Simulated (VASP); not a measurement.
# CaMg4Cl10 in VASP: a series of runs, part 2 of 2

VASP 6.6.1.

**3. Single point, PBE**

INCAR reads:

```
SYSTEM = CaMg4Cl10
PREC     = Accurate       ! precision mode
ENCUT    = 520            ! plane-wave cutoff, eV
EDIFF    = 1E-6           ! SCF threshold, eV
ISMEAR   = -1             ! smearing method
SIGMA    = 0.0991         ! smearing width, eV
LREAL    = Auto         
LASPH    = .True.         ! aspherical terms in the spheres
NELM     = 60             ! most SCF steps
ALGO     = Normal         ! electronic algorithm
ISIF     = 2              ! what is computed and relaxed
LWAVE    = .False.        ! write WAVECAR
LCHARG   = .False.        ! write CHGCAR
GGA      = PE             ! functional
ISYM     = 0            
NBANDS   = 57             ! bands
```

KPOINTS reads:

```
Automatic mesh
0
Gamma
  1 1 1
  0 0 0
```

POSCAR reads:

```
CaMg4Cl10
1.0
    7.2914250000     -0.0987590000     -0.1794660000
   -0.0987590000      7.2785010000     -0.1619410000
   -0.1794660000     -0.1619410000      7.5467340000
Ca Cl Mg
1 10 4
Direct
    0.3817624632      0.5770015844      0.6363560178
    0.7946923571      0.2369642030      0.1345623787
    0.9892635814      0.6157947806      0.8963588223
    0.7706619414      0.8543130415      0.3136730305
    0.6101468190      0.4168136701      0.4606815122
    0.2256928613      0.0684742824      0.1198395212
   -0.0197507248      0.0939173992      0.6087553230
    0.3468630586      0.3924529137      0.8843163603
    0.5066113106      0.8539649265      0.9368050391
    0.1493414792      0.5642433730      0.3576002353
    0.4130557430      0.9312495345      0.5359772774
    0.6598956564      0.1327582255      0.4098359414
    0.1263205569      0.9196614267      0.3398973829
    0.7446126604      0.6674534721      0.0350224002
    0.0487917268      0.2166249080      0.9079355268
```

Potentials or basis: VASP PAW PBE potentials, release 64 (Ca_sv, Cl, Mg).

The run is started by

```sh
$ cat potpaw_PBE.64/Ca_sv/POTCAR potpaw_PBE.64/Cl/POTCAR potpaw_PBE.64/Mg/POTCAR > POTCAR
$ mpirun -np 1 vasp_gam > vasp.out
```

OUTCAR:

```text
SYSTEM = CaMg4Cl10
   PREC = Accurate
   ENCUT = 520
   EDIFF = 1E-6
   ISMEAR = -1
   LREAL = Auto
   LASPH = .True.
   NELM = 60
   ISIF = 2
   GGA = PE
   ISYM = 0

 ion  position               nearest neighbor table
   1  0.382  0.577  0.636-   8 2.37   5 2.47  10 2.64  11 2.73
   2  0.795  0.237  0.135-  12 2.48  15 2.59
   3  0.989  0.616  0.896-  14 2.15  15 2.95
   4  0.771  0.854  0.314-  12 2.30  14 2.45  13 2.62
   5  0.610  0.417  0.461-  12 2.13   1 2.47
   6  0.226  0.068  0.120-  13 2.17  15 2.33
   7  0.980  0.094  0.609-  15 2.42  13 2.63  12 2.74
[... 237 lines left out ...]
      direct lattice vectors                 reciprocal lattice vectors
     7.291425000 -0.098759000 -0.179466000     0.137254984  0.001935903  0.003305550
    -0.098759000  7.278501000 -0.161941000     0.001935903  0.137483858  0.002996224
    -0.179466000 -0.161941000  7.546734000     0.003305550  0.002996224  0.132650554

 POSITION                                       TOTAL-FORCE (eV/Angst)
 -----------------------------------------------------------------------------------
      2.61240      4.05895      4.64046        -0.651566      1.886118     -0.577697
      5.74689      1.62447      0.83451         0.293885      0.699594     -1.164063
      6.99146      4.23921      6.48732         0.578590     -0.334984     -0.796615
      5.47856      6.09121      2.09055         0.875082     -1.410321     -0.266407
      4.32500      2.89892      3.29964         0.327281      1.316856      0.178147
      1.61735      0.45669      0.85280         0.254759      0.416903     -0.478349
      7.02889      0.48819      4.40298        -0.168882      0.395703      0.361901
      2.33166      2.67901      6.54790        -0.082667     -1.512520      1.165349
      3.44146      6.01385      6.84061         0.939516     -1.252641     -0.386980
      0.96901      4.03419      2.58054        -0.201425      0.763988     -0.027686
      2.82361      6.65051      3.81994        -0.194290      0.790505     -0.493538
      4.72492      0.83474      2.95299         0.287693     -1.501528     -0.203050
      0.76923      6.62624      2.39351        -0.538021     -1.523829      1.579589
      5.35708      4.77885      0.02258        -1.594348      0.454085      0.839245
      0.17142      1.42485      6.80811        -0.125607      0.812071      0.270153
 -----------------------------------------------------------------------------------
    total drift:                                0.000307     -0.001426      0.000789

  FREE ENERGIE OF THE ION-ELECTRON SYSTEM (eV)
  ---------------------------------------------------
  free  energy   TOTEN  =       -50.7185223044 eV

  energy  without entropy=      -50.7185222673  energy(sigma->0) =      -50.71852229
```

OSZICAR:

```text
N       E                     dE             d eps       ncg     rms          rms(c)
DAV:   1     0.904225743447E+03    0.90423E+03   -0.43390E+04   114   0.140E+03
DAV:   2     0.445497564258E+02   -0.85968E+03   -0.83582E+03   164   0.301E+02
DAV:   3    -0.506782003815E+02   -0.95228E+02   -0.94674E+02   140   0.105E+02
DAV:   4    -0.538012929970E+02   -0.31231E+01   -0.31139E+01   156   0.203E+01
DAV:   5    -0.539682747341E+02   -0.16698E+00   -0.16683E+00   220   0.381E+00    0.100E+01
DAV:   6    -0.510990360623E+02    0.28692E+01   -0.51271E+00   140   0.678E+00    0.716E+00
DAV:   7    -0.506893214074E+02    0.40971E+00   -0.18317E+00   140   0.457E+00    0.422E+00
DAV:   8    -0.507101066048E+02   -0.20785E-01   -0.20820E-01   164   0.213E+00    0.792E-01
DAV:   9    -0.507165303863E+02   -0.64238E-02   -0.37118E-02   148   0.692E-01    0.537E-01
DAV:  10    -0.507175438670E+02   -0.10135E-02   -0.39682E-03   164   0.232E-01    0.235E-01
DAV:  11    -0.507184447143E+02   -0.90085E-03   -0.24124E-03   132   0.193E-01    0.100E-01
DAV:  12    -0.507184804423E+02   -0.35728E-04   -0.28201E-04   164   0.814E-02    0.699E-02
DAV:  13    -0.507185160359E+02   -0.35594E-04   -0.28928E-04   156   0.655E-02    0.190E-02
DAV:  14    -0.507185191535E+02   -0.31175E-05   -0.30283E-05   148   0.216E-02    0.882E-03
DAV:  15    -0.507185217137E+02   -0.25602E-05   -0.12162E-05   140   0.120E-02    0.104E-02
DAV:  16    -0.507185223044E+02   -0.59075E-06   -0.12541E-06   100   0.653E-03
   1 F= -.50718522E+02 E0= -.50718522E+02  d E =-.370917E-07
```

Run time: 48 s. Hardware: 1 thread of Intel Xeon Platinum 8259CL at 2.50GHz (Skylake/Cascade Lake), shared host; peak memory 0.36 GiB.

What came out:

| Item | Value |
| --- | --- |
| Free energy | -50.7185 eV |
| Pressure | 3.5 GPa |
| Largest force | 2.260 eV/Å |

Forces in eV/Å, atoms in the order of the input:
```
Ca  -0.652  1.886 -0.578
Cl   0.294  0.700 -1.164
Cl   0.579 -0.335 -0.797
Cl   0.875 -1.410 -0.266
Cl   0.327  1.317  0.178
Cl   0.255  0.417 -0.478
Cl  -0.169  0.396  0.362
Cl  -0.083 -1.513  1.165
Cl   0.940 -1.253 -0.387
Cl  -0.201  0.764 -0.028
Cl  -0.194  0.791 -0.494
Mg   0.288 -1.502 -0.203
Mg  -0.538 -1.524  1.580
Mg  -1.594  0.454  0.839
Mg  -0.126  0.812  0.270
```

Caveat: the k points lie up to 0.86 Å⁻¹ apart, too coarse for converged energies, forces and pressures; the atoms stand as in a frame of molecular dynamics.

**4. Single point, PBE**

INCAR reads:

```
  ALGO = Normal
  EDIFF = 1E-6
  ENCUT = 520
  GGA = PE
  ISIF = 2
  ISMEAR = -1
  ISYM = 0
  LASPH = True
  LCHARG = False
  LREAL = Auto
  LWAVE = False
  NBANDS = 57
  NELM = 80
  PREC = Accurate
  SIGMA = 0.0991
```

KPOINTS reads:

```
k-points
0
Gamma
  1 1 1
```

POSCAR reads:

```
CaMg4Cl10
1.0
    7.2914250000     -0.0987590000     -0.1794660000
   -0.0987590000      7.2785010000     -0.1619410000
   -0.1794660000     -0.1619410000      7.5467340000
Ca Cl Mg
1 10 4
Direct
    0.4009334105      0.6124079955      0.6988682626
    0.8300171468      0.3645307360      0.1617358356
    1.0054032161      0.6039617518      0.8948295864
    0.8116558902      0.8897939740      0.3306636701
    0.6879058070      0.5146393346      0.5225855200
    0.1944491070      0.0276964167      0.0805713026
   -0.0471392399      0.1350464681      0.6808237403
    0.4594710355      0.3829557005      0.9494849902
    0.5735959981      0.8612641572      0.9136862328
    0.1715732049      0.5834585824      0.3753433503
    0.3956282077      0.9569008372      0.5550345739
    0.7121715838      0.2140081957      0.4248183766
    0.1525051059      0.8984081415      0.3655547677
    0.7287334355      0.6327606875      0.0623147408
    0.0477068312      0.2890329693      0.9305504927
```

The run is started by

```sh
$ cat potpaw_PBE.64/Ca_sv/POTCAR potpaw_PBE.64/Cl/POTCAR potpaw_PBE.64/Mg/POTCAR > POTCAR
$ mpirun -np 1 vasp_gam > vasp.out
```

Wall time 48 s (1 thread of Intel Xeon Platinum 8259CL at 2.50GHz (Skylake/Cascade Lake), shared host); peak memory 0.37 GiB.

The run converged. Its results:

- Free energy: -51.6602 eV
- Pressure: 2.0 GPa
- Largest force: 1.972 eV/Å

Forces on the atoms (eV/Å):
```
Ca  -0.586  0.370 -0.347
Cl   0.313 -1.813  0.709
Cl   0.408  0.437 -0.549
Cl  -0.087  0.392 -0.228
Cl  -0.435 -0.218  0.349
Cl  -0.283  0.410  0.368
Cl  -0.424 -0.226 -1.115
Cl  -0.608  0.188 -0.208
Cl   0.570 -0.427  0.403
Cl   0.435 -0.306  0.393
Cl   0.642  1.010 -0.067
Mg   0.541 -0.814  0.276
Mg  -0.754  0.061 -0.850
Mg  -0.462  1.028 -0.313
Mg   0.730 -0.092  1.179
```

Stress tensor (GPa, compression positive):
```
 1.70 -0.18  0.41
-0.18  1.76  0.03
 0.41  0.03  2.51
```

Levels at points of the mesh, in eV from the Fermi level:
```
           k point  band 40  band 41  band 42  band 43  band 44  band 45  band 46  band 47  band 48  band 49
(0.00, 0.00, 0.00)    -2.41    -2.30    -2.28    -2.07    -2.00     1.95     3.38     3.96     4.13     4.22
```

Caveat: the k points lie up to 0.86 Å⁻¹ apart, too coarse for converged energies, forces and pressures; the atoms stand as in a frame of molecular dynamics.

**5. The runs side by side**

| cell | pressure (GPa) | largest force (eV/Å) |
| --- | --- | --- |
| as given, atomic positions A | 1.2 | 1.67 |
| as given, atomic positions B | 3.5 | 2.26 |
| as given, atomic positions C | 2.0 | 1.97 |

Alike in all rows: task single point; level PBE; potentials or basis VASP PAW PBE potentials, release 64 (Ca_sv, Cl, Mg); no spin polarisation; k mesh 1 × 1 × 1; cutoff (eV) 520; smearing fermi-dirac 0.0991 eV.

Caveats: all runs use coarse meshes; the atoms stand as in a frame of molecular dynamics.

Total energies depend on the potentials used, so only differences within one code and one set of settings carry meaning.
